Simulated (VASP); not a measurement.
# Sr (Fm-3m) in VASP: notebook

Runs on Sr. Level: PBEsol. Tasks: single point, relaxation of cell and atoms.

Everything below comes from runs of VASP 6.6.1. Logs are shortened: lines on timing, memory, paths and dates and some standing lists are left out, and cuts for length are marked.

### 1 The cell of the first run

Symmetry: Fm-3m, No. 225, cubic system. Conventional cell: a = 5.672 Å, b = 5.672 Å, c = 5.672 Å, α = 90.00°, β = 90.00°, γ = 90.00°. Sr (site symmetry m-3m) has 12 Sr at 4.01 Å within 5.3 Å.

### 2 Single point, PBEsol

INCAR

```
PREC = Accurate ; ENCUT = 520
EDIFF = 1E-6 ; ISMEAR = -1
SIGMA = 0.05 ; LREAL = F
LASPH = T ; NELM = 100
ALGO = Normal ; ISIF = 2
LWAVE = F ; LCHARG = F
GGA = PS ; NBANDS = 11
```

KPOINTS

```
regular mesh
0
Gamma
  8 8 8
```

POSCAR

```
Sr
1.0
    0.0000000000      2.8358498042      2.8358498042
    2.8358498042      0.0000000000      2.8358498042
    2.8358498042      2.8358498042      0.0000000000
Sr
1
Direct
    0.0000000000      0.0000000000      0.0000000000
```

Potentials or basis: VASP PAW PBE potentials, release 64 (Sr_sv).

Run with:

```
$ cat potpaw_PBE.64/Sr_sv/POTCAR > POTCAR
$ mpirun -np 1 vasp_std > vasp.out
```

OUTCAR:

```text
PREC = Accurate
   ENCUT = 520
   EDIFF = 1E-6
   ISMEAR = -1
   LREAL = F
   LASPH = T
   NELM = 100
   ISIF = 2
   GGA = PS

 ion  position               nearest neighbor table
   1  0.000  0.000  0.000-

  LATTYP: Found a face centered cubic cell.
 ALAT       =     5.6716996084

  Lattice vectors:

 A1 = (   0.0000000000,   2.8358498042,   2.8358498042)
 A2 = (   2.8358498042,   0.0000000000,   2.8358498042)
 A3 = (   2.8358498042,   2.8358498042,   0.0000000000)

Analysis of symmetry for initial positions (statically):
=====================================================================
 Subroutine PRICEL returns:
 Original cell was already a primitive cell.

 Routine SETGRP: Setting up the symmetry group for a
 face centered cubic supercell.

 Subroutine GETGRP returns: Found 48 space group operations
 (whereof 48 operations were pure point group operations)
 out of a pool of 48 trial point group operations.

The static configuration has the point symmetry O_h .

Analysis of symmetry for dynamics (positions and initial velocities):
=====================================================================
 Subroutine PRICEL returns:
 Original cell was already a primitive cell.

 Routine SETGRP: Setting up the symmetry group for a
 face centered cubic supercell.

 Subroutine GETGRP returns: Found 48 space group operations
 (whereof 48 operations were pure point group operations)
 out of a pool of 48 trial point group operations.

The dynamic configuration has the point symmetry O_h .

 Subroutine INISYM returns: Found 48 space group operations
 (whereof 48 operations are pure point group operations),
 and found     1 'primitive' translations

----------------------------------------------------------------------------------------

                                     Primitive cell

  volume of cell :      45.6121

  direct lattice vectors                    reciprocal lattice vectors
     0.000000000  2.835849804  2.835849804    -0.176313992  0.176313992  0.176313992
     2.835849804  0.000000000  2.835849804     0.176313992 -0.176313992  0.176313992
     2.835849804  2.835849804  0.000000000     0.176313992  0.176313992 -0.176313992

  length of vectors
     4.010497254  4.010497254  4.010497254     0.305384792  0.305384792  0.305384792

  position of ions in fractional coordinates (direct lattice)
     0.000000000  0.000000000  0.000000000

  ion indices of the primitive-cell ions
   primitive index   ion index
                 1           1

----------------------------------------------------------------------------------------

 KPOINTS: regular mesh

Automatic generation of k-mesh.
 Grid dimensions read from file:
 generate k-points for:    8    8    8

 Generating k-lattice:

  Cartesian coordinates                     Fractional coordinates (reciprocal lattice)
    -0.022039249  0.022039249  0.022039249     0.125000000  0.000000000  0.000000000
     0.022039249 -0.022039249  0.022039249     0.000000000  0.125000000  0.000000000
     0.022039249  0.022039249 -0.022039249     0.000000000  0.000000000  0.125000000

  Length of vectors
     0.038173099  0.038173099  0.038173099

  Shift w.r.t. Gamma in fractional coordinates (k-lattice)
     0.000000000  0.000000000  0.000000000

 Subroutine IBZKPT returns following result:
 ===========================================

 Found     29 irreducible k-points:

 Following reciprocal coordinates:
            Coordinates               Weight
  0.000000  0.000000  0.000000      1.000000
  0.125000  0.000000  0.000000      8.000000
  0.250000  0.000000  0.000000      8.000000
  0.375000  0.000000  0.000000      8.000000
  0.500000  0.000000  0.000000      4.000000
  0.125000  0.125000  0.000000      6.000000
[... 16 lines left out ...]
  0.500000  0.250000  0.125000     48.000000
 -0.375000  0.250000  0.125000     24.000000
 [... further k-points ...]
   k-points           NKPTS =     29   k-points in BZ     NKDIM =     29   number of bands    NBANDS=     11
   number of dos      NEDOS =    301   number of ions     NIONS =      1
   total plane-waves  NPLWV =  27000
   dimension x,y,z NGX =    30 NGY =   30 NGZ =   30
   dimension x,y,z NGXF=    60 NGYF=   60 NGZF=   60
   ions per type =               1
   NGX,Y,Z   is equivalent  to a cutoff of  12.44, 12.44, 12.44 a.u.
   NGXF,Y,Z  is equivalent  to a cutoff of  24.87, 24.87, 24.87 a.u.
 SYSTEM =  unknown system
   PREC   = accura    normal or accurate (medium, high low for compatibility)
   ISTART =      0    job   : 0-new  1-cont  2-samecut
   ICHARG =      2    charge: 1-file 2-atom 10-const
   ISPIN  =      1    spin polarized calculation?
   LNONCOLLINEAR =      F non collinear calculations
   LSORBIT =      F    spin-orbit coupling
   LASPH  =      T    aspherical Exc in radial PAW
   ENCUT  =  520.0 eV  38.22 Ry    6.18 a.u.   7.46  7.46  7.46*2*pi/ulx,y,z
   NELM   =    100;   NELMIN=  2; NELMDL= -5     # of ELM steps
   EDIFF  = 0.1E-05   stopping-criterion for ELM
   LREAL  =      F    real-space projection
   EDIFFG = 0.1E-04   stopping-criterion for IOM
   NSW    =      0    number of steps for IOM
   IBRION =     -1    ionic relax: 0-MD 1-quasi-New 2-CG
   NFREE  =      0    steps in history (QN), initial steepest desc. (CG)
   ISIF   =      2    stress and relaxation
   ISYM   =      2    0-nonsym 1-usesym 2-fastsym
   POTIM  = 0.5000    time-step for ionic-motion
   TEBEG  =    0.0;   TEEND  =   0.0 temperature during run
   PSTRESS=    0.0 pullay stress
   NELECT =      10.0000    total number of electrons
   NUPDOWN=      -1.0000    fix difference up-down
   EMIN   =  10.00;   EMAX   =-10.00  energy-range for DOS
   EFERMI =   0.00;   METHOD = LEGACY
   ISMEAR =    -1;   SIGMA  =   0.05  broadening in eV -4-tet -1-fermi 0-gaus
   EFERMI_NEDOS =   21; number of points for ismear=-14 and -15
   IALGO  =     38    algorithm
   IMIX   =      4    mixing-type and parameters
     AMIX     =   0.40;   BMIX     =  1.00
     AMIX_MAG =   1.60;   BMIX_MAG =  1.00
  volume/ion in A,a.u.               =      45.61       307.81
  Fermi-wavevector in a.u.,A,eV,Ry     =   0.987146  1.865436 13.258309  0.974458
  Thomas-Fermi vector in A             =   2.118579
   LORBIT       =      0    0 simple, 1 ext, 2 COOP (PROOUT), +10 PAW based schemes
   GGA     = PS    functional components
   LHFCALC =     F    Hartree Fock is set to
   AEXX    =    0.0000 exact exchange contribution
   IVDW    =     0    specifies the selected vdW correction
   LEPSILON=     F    determine dielectric tensor
   LRPA    =     F    only Hartree local field effects (RPA)
 non-spin polarized calculation
  energy-cutoff  :      520.00
  volume of cell :       45.61
 maximum number of plane-waves:      1249
 NGX is ok and might be reduce to    30
   NGX = 15   NGY = 15   NGZ = 15

 number of electron      10.0000000 magnetization

 Free energy of the ion-electron system (eV)
  ---------------------------------------------------
  ext. energy  EPLUGINS =         0.00000000
  ---------------------------------------------------
  free energy    TOTEN  =        -1.81268192 eV

  energy without entropy =       -1.80930083  energy(sigma->0) =       -1.81099137

 E-fermi :   2.1733     XC(G=0):  -8.0366

 val. band max:        2.1151165325   @ k =  -0.2500   0.5000   0.2500
 cond. band min:       2.3155867774   @ k =  -0.3750   0.2500   0.1250
 fundamental gap:      0.2004702449
 Fermi energy:         2.1733099780

 k-point     1 :       0.0000    0.0000    0.0000
  band No.  band energies     occupation
      1     -34.0190      2.00000
      2     -15.8678      2.00000
      3     -15.8678      2.00000
      4     -15.8678      2.00000
      5      -1.7624      2.00000
      6       4.6957      0.00000
      7       4.6957      0.00000
      8       4.6957      0.00000
      9       6.4989      0.00000
     10       6.4989      0.00000
     11       9.8748      0.00000

 k-point     2 :       0.1250    0.0000    0.0000
  band No.  band energies     occupation
      1     -34.0141      2.00000
      2     -15.9260      2.00000
      3     -15.8752      2.00000
      4     -15.8752      2.00000
      5      -1.4616      2.00000
      6       4.2711      0.00000
      7       4.8271      0.00000
      8       4.8271      0.00000
      9       6.3255      0.00000
     10       6.3255      0.00000
     11      10.5561      0.00000

 k-point     3 :       0.2500    0.0000    0.0000
  band No.  band energies     occupation
      1     -34.0022      2.00000
      2     -16.0630      2.00000
      3     -15.8929      2.00000
      4     -15.8929      2.00000
      5      -0.6510      2.00000
      6       3.4971      0.00000
      7       4.8799      0.00000
      8       4.8799      0.00000
      9       6.4215      0.00000
     10       6.4215      0.00000
     11       9.7904      0.00000

 k-point     4 :       0.3750    0.0000    0.0000
  band No.  band energies     occupation
      1     -33.9902      2.00000
      2     -16.1951      2.00000
      3     -15.9105      2.00000
      4     -15.9105      2.00000
      5       0.3656      2.00000
      6       2.8537      0.00000
      7       4.6295      0.00000
      8       4.6295      0.00000
      9       7.2234      0.00000
     10       7.2234      0.00000
     11       9.0824      0.00000
[... 239 lines left out ...]
 k-point    22 :       0.3750    0.2500    0.1250
  band No.  band energies     occupation
      1     -33.9933      2.00000
      2     -16.0955      2.00000
      3     -15.9627      2.00000
      4     -15.9161      2.00000
      5       0.0201      2.00000
      6       3.1810      0.00000
      7       4.1078      0.00000
      8       5.5103      0.00000
      9       5.7295      0.00000
     10       7.4422      0.00000
     11      10.6024      0.00000

 k-point    23 :       0.5000    0.2500    0.1250
  band No.  band energies     occupation
      1     -33.9837      2.00000
      2     -16.1657      2.00000
      3     -16.0045      2.00000
      4     -15.9376      2.00000
      5       1.0134      2.00000
      6       2.7820      0.00001
      7       3.5876      0.00000
      8       5.2602      0.00000
      9       6.6453      0.00000
     10       8.1485      0.00000
     11       9.1519      0.00000

 k-point    24 :      -0.3750    0.2500    0.1250
  band No.  band energies     occupation
      1     -33.9797      2.00000
      2     -16.1956      2.00000
      3     -16.0177      2.00000
      4     -15.9493      2.00000
      5       1.7142      1.99979
      6       2.3156      0.10983
      7       3.5782      0.00000
      8       5.1097      0.00000
      9       7.2268      0.00000
     10       8.1640      0.00000
     11       8.4914      0.00000

 [... further k-points ...]
[... 5 lines left out ...]
  --------------------------------------------------------------------------------------
  -------------------------------------------------------------------------------------
  Total        0.5751692      0.5751692      0.5751692      0.0000000      0.0000000     -0.0000000
  in kB       20.2034954     20.2034954     20.2034954      0.0000000      0.0000000     -0.0000000
  external PRESSURE =      20.2034954 kB  Pullay stress =       0.0000000 kB

 VOLUME and BASIS-vectors are now :
 -----------------------------------------------------------------------------
  energy-cutoff  :      520.00
  volume of cell :       45.61
      direct lattice vectors                 reciprocal lattice vectors
     0.000000000  2.835849804  2.835849804    -0.176313992  0.176313992  0.176313992
     2.835849804  0.000000000  2.835849804     0.176313992 -0.176313992  0.176313992
     2.835849804  2.835849804  0.000000000     0.176313992  0.176313992 -0.176313992

 POSITION                                       TOTAL-FORCE (eV/Angst)
 -----------------------------------------------------------------------------------
      0.00000      0.00000      0.00000         0.000000      0.000000     -0.000000
 -----------------------------------------------------------------------------------
    total drift:                               -0.000000     -0.000000      0.000000

  FREE ENERGIE OF THE ION-ELECTRON SYSTEM (eV)
  ---------------------------------------------------
  free  energy   TOTEN  =        -1.8126819210 eV

  energy  without entropy=       -1.8093008280  energy(sigma->0) =       -1.81099137
```

It took 6.4 s on 1 thread of Intel Xeon 6975P-C (Granite Rapids), shared host; peak memory 0.17 GiB.

What came out:

```
Free energy            : -1.8127 eV
Pressure               : 2.0 GPa
Band gap on the k mesh : 0.20 eV, indirect (least direct gap 0.43 eV)
```

Levels at points of the mesh, in eV from the valence-band top:
| k point | band 1 | band 2 | band 3 | band 4 | band 5 | band 6 | band 7 | band 8 | band 9 | band 10 |
| --- | --- | --- | --- | --- | --- | --- | --- | --- | --- | --- |
| (0.00, 0.00, 0.00) | -36.13 | -17.98 | -17.98 | -17.98 | -3.88 | 2.58 | 2.58 | 2.58 | 4.38 | 4.38 |
| (0.50, 0.00, 0.00) | -36.10 | -18.36 | -18.03 | -18.03 | -1.19 | 0.44 | 2.39 | 2.39 | 5.68 | 5.68 |
| (0.50, 0.50, 0.00) | -36.09 | -18.34 | -18.12 | -18.12 | -0.82 | 0.20 | 1.61 | 5.70 | 6.07 | 6.07 |

Caveat: the PAW data sets were made with another functional, which shifts forces and pressure a little.

### 3 Relaxation of cell and atoms, PBEsol, target pressure 2 GPa, at which the enthalpy is minimised

This run uses another cell than the first one, of 56.32 Å³/atom, 1.235 times its volume.

INCAR

```
ALGO = Normal
EDIFF = 1E-6
EDIFFG = -0.01
ENCUT = 600
GGA = PS
IBRION = 2
ISIF = 3
ISMEAR = -1
LASPH = True
LCHARG = False
LREAL = False
LWAVE = False
NELM = 100
NSW = 60
PREC = Accurate
PSTRESS = 20.0
SIGMA = 0.05
```

KPOINTS

```
k-points
0
Gamma
  8 8 8
```

POSCAR

```
Sr
1.0
    0.0000000000      3.0423500000      3.0423500000
    3.0423500000      0.0000000000      3.0423500000
    3.0423500000      3.0423500000      0.0000000000
Sr
1
Direct
    0.0000000000      0.0000000000      0.0000000000
```

Potentials or basis: VASP PAW PBE potentials, release 64 (Sr_sv).

Run with:

```
$ cat potpaw_PBE.64/Sr_sv/POTCAR > POTCAR
$ mpirun -np 1 vasp_std > vasp.out
```

It took 23 s on 1 thread of Intel Xeon 6975P-C (Granite Rapids), shared host; peak memory 0.21 GiB.

It converged, with:

```yaml
Free_energy: -1.8129 eV
Relaxed_volume: 45.62 Å³/atom
Relaxed_cell: a = 4.011 Å, b = 4.011 Å, c = 4.011 Å, α = 60.00°, β = 60.00°, γ = 60.00°
Space_group_after_relaxing_to_0.05_Å: Fm-3m (No. 225)
Energy_change_on_relaxing_the_enthalpy_is_what_falls: +22.8 meV/atom
Ionic_steps: 4
Pressure_after_relaxing: 2.0 GPa
Band_gap_on_the_k_mesh: 0.20 eV, indirect (least direct gap 0.43 eV)
```

Step by step:
```csv
step,energy change (eV),largest force (eV/Å),pressure (GPa),volume (Å³)
1,0.0000,0.0000,-0.89,56.32
2,-0.0031,0.0000,0.95,48.43
3,0.0204,0.0000,1.94,45.81
4,0.0228,0.0000,2.03,45.62
```

Final structure:
```
Sr
1.0
     0.00000    2.83597    2.83597
     2.83597    0.00000    2.83597
     2.83597    2.83597    0.00000
Sr
1
Direct
  0.00000 0.00000 0.00000
```

Levels at points of the mesh, in eV from the valence-band top:
```
           k point  band 1  band 2  band 3  band 4  band 5  band 6  band 7  band 8  band 9
(0.00, 0.00, 0.00)  -36.13  -17.98  -17.98  -17.98   -3.88    2.58    2.58    2.58    4.38
(0.50, 0.00, 0.00)  -36.10  -18.36  -18.03  -18.03   -1.19    0.44    2.39    2.39    5.68
(0.50, 0.50, 0.00)  -36.09  -18.34  -18.12  -18.12   -0.82    0.20    1.61    5.70    6.07
```

Caveat: the cell is relaxed towards a set pressure, so the enthalpy falls and the energy may rise; the volume moved by over 15 % at a fixed basis, so the end points are rough; the PAW data sets were made with another functional, which shifts forces and pressure a little. A k mesh can miss the band edges.

[end of part 1 of 2]
